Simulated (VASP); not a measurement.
# Si2W (P6_222) in VASP: notebook, part 2 of 2

VASP 6.6.1. The steps go on from the part before.

## Step 4: Single point, PBE (13.62 Å³/atom, c/a of the conventional cell at fixed volume 1.3713)

INCAR reads:

```
SYSTEM = Si2W
ALGO = Normal
EDIFF = 1E-7
ENCUT = 520
GGA = PE
ISIF = 2
ISMEAR = 0
LASPH = .True.
LCHARG = .False.
LREAL = .False.
LWAVE = .False.
NBANDS = 43
NELM = 60
PREC = Accurate
SIGMA = 0.03
```

KPOINTS reads:

```
k-points
0
Gamma
  9 9 6
  0 0 0
```

POSCAR reads:

```
Si2W
1.0
    4.6907127290      0.0000000000      0.0000000000
   -2.3453563645      4.0622763851      0.0000000000
    0.0000000000      0.0000000000      6.4323743652
Si W
6 3
Direct
    0.8363432358      0.6726864716      0.5000000000
    0.1636567642      0.8363432358      0.8333333333
    0.6726864716      0.8363432358      0.1666666667
    0.1636567642      0.3273135284      0.5000000000
    0.8363432358      0.1636567642      0.8333333333
    0.3273135284      0.1636567642      0.1666666667
    0.0000000000      0.5000000000      0.1666666667
    0.5000000000      0.5000000000      0.8333333333
    0.5000000000      0.0000000000      0.5000000000
```

Potentials or basis: VASP PAW PBE potentials, release 64 (Si, W_sv).

Started as:

```sh
$ cat potpaw_PBE.64/Si/POTCAR potpaw_PBE.64/W_sv/POTCAR > POTCAR
$ mpirun -np 1 vasp_std > vasp.out
```

OUTCAR:

```text
SYSTEM = Si2W
   EDIFF = 1E-7
   ENCUT = 520
   GGA = PE
   ISIF = 2
   ISMEAR = 0
   LASPH = .True.
   LREAL = .False.
   NELM = 60
   PREC = Accurate

 ion  position               nearest neighbor table
   1  0.836  0.673  0.500-   2 2.52   3 2.52   7 2.54   8 2.54   4 2.66   9 2.70   9 2.70   9 2.73
                             4 2.73   4 2.73   6 3.15   5 3.15
   2  0.164  0.836  0.833-   1 2.52   6 2.52   9 2.54   7 2.54   5 2.66   8 2.70   8 2.70   8 2.73
                             5 2.73   5 2.73   4 3.15   3 3.15
   3  0.673  0.836  0.167-   1 2.52   5 2.52   9 2.54   8 2.54   6 2.66   7 2.70   7 2.70   7 2.73
                             6 2.73   6 2.73   4 3.15   2 3.15
   4  0.164  0.327  0.500-   5 2.52   6 2.52   7 2.54   8 2.54   1 2.66   9 2.70   9 2.70   9 2.73
                             1 2.73   1 2.73   3 3.15   2 3.15
   5  0.836  0.164  0.833-   4 2.52   3 2.52   9 2.54   7 2.54   2 2.66   8 2.70   8 2.70   8 2.73
                             2 2.73   2 2.73   1 3.15   6 3.15
   6  0.327  0.164  0.167-   4 2.52   2 2.52   9 2.54   8 2.54   3 2.66   7 2.70   7 2.70   7 2.73
                             3 2.73   3 2.73   1 3.15   5 3.15
   7  0.000  0.500  0.167-   1 2.54   4 2.54   2 2.54   5 2.54   6 2.70   3 2.70   6 2.70   3 2.70
                             3 2.73   6 2.73   9 3.18   9 3.18   8 3.18   8 3.18
   8  0.500  0.500  0.833-   1 2.54   4 2.54   3 2.54   6 2.54   5 2.70   2 2.70   2 2.70   5 2.70
                             5 2.73   2 2.73   9 3.18   9 3.18   7 3.18   7 3.18
   9  0.500  0.000  0.500-   2 2.54   3 2.54   5 2.54   6 2.54   4 2.70   4 2.70   1 2.70   1 2.70
                             4 2.73   1 2.73   7 3.18   8 3.18   8 3.18   7 3.18

  LATTYP: Found a hexagonal cell.
 ALAT       =     4.6907127290
 C/A-ratio  =     1.3713000000

  Lattice vectors:

 A1 = (   4.6907127290,   0.0000000000,   0.0000000000)
 A2 = (  -2.3453563645,   4.0622763851,   0.0000000000)
 A3 = (   0.0000000000,   0.0000000000,   6.4323743652)

Analysis of symmetry for initial positions (statically):
=====================================================================
 Subroutine PRICEL returns:
 Original cell was already a primitive cell.

 Routine SETGRP: Setting up the symmetry group for a
 hexagonal supercell.

 Subroutine GETGRP returns: Found 12 space group operations
 (whereof  4 operations were pure point group operations)
 out of a pool of 24 trial point group operations.

The static configuration has the point symmetry D_2 .
 The point group associated with its full space group is D_6 .

Analysis of symmetry for dynamics (positions and initial velocities):
=====================================================================
 Subroutine PRICEL returns:
 Original cell was already a primitive cell.

 Routine SETGRP: Setting up the symmetry group for a
 hexagonal supercell.

 Subroutine GETGRP returns: Found 12 space group operations
 (whereof  4 operations were pure point group operations)
 out of a pool of 24 trial point group operations.

The dynamic configuration has the point symmetry D_2 .
 The point group associated with its full space group is D_6 .

 Subroutine INISYM returns: Found 12 space group operations
 (whereof  4 operations are pure point group operations),
 and found     1 'primitive' translations

----------------------------------------------------------------------------------------

                                     Primitive cell
[... 67 lines left out ...]
  0.111111  0.111111  0.000000      6.000000
[... 16 lines left out ...]
  0.333333  0.222222  0.166667     24.000000
  0.333333  0.333333  0.166667      4.000000
 [... further k-points ...]
   k-points           NKPTS =     48   k-points in BZ     NKDIM =     48   number of bands    NBANDS=     43
   number of dos      NEDOS =    301   number of ions     NIONS =      9
   total plane-waves  NPLWV =  62208
   dimension x,y,z NGX =    36 NGY =   36 NGZ =   48
   dimension x,y,z NGXF=    72 NGYF=   72 NGZF=   96
   ions per type =               6   3
   NGX,Y,Z   is equivalent  to a cutoff of  12.76, 12.76, 12.41 a.u.
   NGXF,Y,Z  is equivalent  to a cutoff of  25.52, 25.52, 24.81 a.u.
 SYSTEM =  Si2W
   PREC   = accura    normal or accurate (medium, high low for compatibility)
   ISTART =      0    job   : 0-new  1-cont  2-samecut
   ICHARG =      2    charge: 1-file 2-atom 10-const
   ISPIN  =      1    spin polarized calculation?
   LNONCOLLINEAR =      F non collinear calculations
   LSORBIT =      F    spin-orbit coupling
   LASPH  =      T    aspherical Exc in radial PAW
   ENCUT  =  520.0 eV  38.22 Ry    6.18 a.u.   8.72  8.72 11.96*2*pi/ulx,y,z
   NELM   =     60;   NELMIN=  2; NELMDL= -5     # of ELM steps
   EDIFF  = 0.1E-06   stopping-criterion for ELM
   LREAL  =      F    real-space projection
   EDIFFG = 0.1E-05   stopping-criterion for IOM
   NSW    =      0    number of steps for IOM
   IBRION =     -1    ionic relax: 0-MD 1-quasi-New 2-CG
   NFREE  =      0    steps in history (QN), initial steepest desc. (CG)
   ISIF   =      2    stress and relaxation
   ISYM   =      2    0-nonsym 1-usesym 2-fastsym
   POTIM  = 0.5000    time-step for ionic-motion
   TEBEG  =    0.0;   TEEND  =   0.0 temperature during run
   PSTRESS=    0.0 pullay stress
   NELECT =      66.0000    total number of electrons
   NUPDOWN=      -1.0000    fix difference up-down
   EMIN   =  10.00;   EMAX   =-10.00  energy-range for DOS
   EFERMI =   0.00;   METHOD = LEGACY
   ISMEAR =     0;   SIGMA  =   0.03  broadening in eV -4-tet -1-fermi 0-gaus
   EFERMI_NEDOS =   21; number of points for ismear=-14 and -15
   IALGO  =     38    algorithm
   IMIX   =      4    mixing-type and parameters
     AMIX     =   0.40;   BMIX     =  1.00
     AMIX_MAG =   1.60;   BMIX_MAG =  1.00
  volume/ion in A,a.u.               =      13.62        91.90
  Fermi-wavevector in a.u.,A,eV,Ry     =   1.331873  2.516876 24.135194  1.773887
  Thomas-Fermi vector in A             =   2.460851
   LORBIT       =      0    0 simple, 1 ext, 2 COOP (PROOUT), +10 PAW based schemes
   GGA     = PE    functional components
   LHFCALC =     F    Hartree Fock is set to
   AEXX    =    0.0000 exact exchange contribution
   IVDW    =     0    specifies the selected vdW correction
   LEPSILON=     F    determine dielectric tensor
   LRPA    =     F    only Hartree local field effects (RPA)
 non-spin polarized calculation
 Gauss-broadening in eV      SIGMA  =   0.03
  energy-cutoff  :      520.00
  volume of cell :      122.57
 maximum number of plane-waves:      3336
 NGX is ok and might be reduce to    36
   NGX = 17   NGY = 17   NGZ = 23

 number of electron      65.9999998 magnetization

 Free energy of the ion-electron system (eV)
  ---------------------------------------------------
  ext. energy  EPLUGINS =         0.00000000
  ---------------------------------------------------
  free energy    TOTEN  =       -73.67197413 eV

  energy without entropy =      -73.67197362  energy(sigma->0) =      -73.67197388

 E-fermi :  12.5015     XC(G=0): -12.4740

 val. band max:       12.4203938637   @ k =   0.4444   0.1111   0.5000
 cond. band min:      12.5793884164   @ k =   0.4444  -0.0000   0.0000
 fundamental gap:      0.1589945527
 Fermi energy:        12.5015153162

 k-point     1 :       0.0000    0.0000    0.0000
  band No.  band energies     occupation
      1     -61.9488      2.00000
      2     -61.9357      2.00000
      3     -61.9357      2.00000
      4     -26.3222      2.00000
      5     -26.3076      2.00000
      6     -26.3076      2.00000
[... 1093 lines left out ...]
     42      15.4511      0.00000
     43      15.5210      0.00000

 [... further k-points ...]
[... 5 lines left out ...]
  --------------------------------------------------------------------------------------
  -------------------------------------------------------------------------------------
  Total       -2.3213695     -2.3213695      7.7414154      0.0000000      0.0000000      0.0000000
  in kB      -30.3441678    -30.3441678    101.1932020      0.0000000      0.0000000      0.0000000
  external PRESSURE =      13.5016221 kB  Pullay stress =       0.0000000 kB

 VOLUME and BASIS-vectors are now :
 -----------------------------------------------------------------------------
  energy-cutoff  :      520.00
  volume of cell :      122.57
      direct lattice vectors                 reciprocal lattice vectors
     4.690712729  0.000000000  0.000000000     0.213187219  0.123083698  0.000000000
    -2.345356365  4.062276385  0.000000000     0.000000000  0.246167396  0.000000000
     0.000000000  0.000000000  6.432374365     0.000000000  0.000000000  0.155463588

 POSITION                                       TOTAL-FORCE (eV/Angst)
 -----------------------------------------------------------------------------------
      2.34536      2.73264      3.21619        -0.000000      0.087333     -0.000000
     -1.19386      3.39746      5.36031        -0.075632      0.043666     -0.000000
      1.19386      3.39746      1.07206         0.075632      0.043666      0.000000
      0.00000      1.32964      3.21619         0.000000     -0.087333     -0.000000
      3.53921      0.66482      5.36031         0.075632     -0.043666      0.000000
      1.15150      0.66482      1.07206        -0.075632     -0.043666      0.000000
     -1.17268      2.03114      1.07206        -0.000000      0.000000      0.000000
      1.17268      2.03114      5.36031        -0.000000      0.000000     -0.000000
      2.34536      0.00000      3.21619         0.000000      0.000000     -0.000000
 -----------------------------------------------------------------------------------
    total drift:                               -0.000000      0.000000      0.000000

  FREE ENERGIE OF THE ION-ELECTRON SYSTEM (eV)
  ---------------------------------------------------
  free  energy   TOTEN  =       -73.6719741280 eV

  energy  without entropy=      -73.6719736224  energy(sigma->0) =      -73.67197388
```

Run time: 6.2 min. Hardware: 1 thread of Intel Xeon 8259CL, shared host; peak memory 0.35 GiB.

Results:

* Free energy: -73.6720 eV
* Pressure: 1.4 GPa
* Largest force: 0.087 eV/Å
* Band gap on the k mesh: 0.16 eV (least direct gap 0.49 eV)

Forces in eV/Å, atoms in the order of the input:
```
Si   0.000  0.087  0.000
Si  -0.076  0.044  0.000
Si   0.076  0.044  0.000
Si   0.000 -0.087  0.000
Si   0.076 -0.044  0.000
Si  -0.076 -0.044  0.000
W    0.000  0.000  0.000
W    0.000  0.000  0.000
W    0.000  0.000  0.000
```

Caveat: the cell differs from its parent crystal (c/a of the conventional cell at fixed volume 1.3713); the stress differs along the axes, from -3 to 10 GPa; spin-orbit coupling is left out, which moves the levels of the heavy elements.

## Step 5: Summary

| cell | gap on the mesh (eV) | pressure (GPa) | largest force (eV/Å) |
| --- | --- | --- | --- |
| a = 4.543, b = 4.543, c = 6.858 Å, angles 90.0, 90.0, 120.0°, 9 atoms, atomic positions A | 0.35 | 6.4 | 3.09 |
| a = 4.744, b = 4.744, c = 6.287 Å, angles 90.0, 90.0, 120.0°, 9 atoms, atomic positions B | 0.19 | 5.5 | 1.47 |
| a = 4.691, b = 4.691, c = 6.432 Å, angles 90.0, 90.0, 120.0°, 9 atoms, atomic positions C | 0.16 | 1.4 | 0.09 |

Alike in all rows: task single point; level PBE; potentials or basis VASP PAW PBE potentials, release 64 (Si, W_sv); no spin polarisation; k mesh 9 × 9 × 6; cutoff (eV) 520; smearing gaussian 0.03 eV.

Caveats: spin-orbit coupling is left out, which moves the levels of the heavy elements; forces of over 1 eV/Å act on the atoms, so gaps and moduli don't describe the material at rest (at least some runs); the stress differs along the axes, from -3 to 11 GPa (at least some runs); the stress differs along the axes, from -3 to 22 GPa (at least some runs); the stress differs along the axes, from -3 to 10 GPa (at least some runs).

Absolute energies hang on the potentials; compare differences alone.
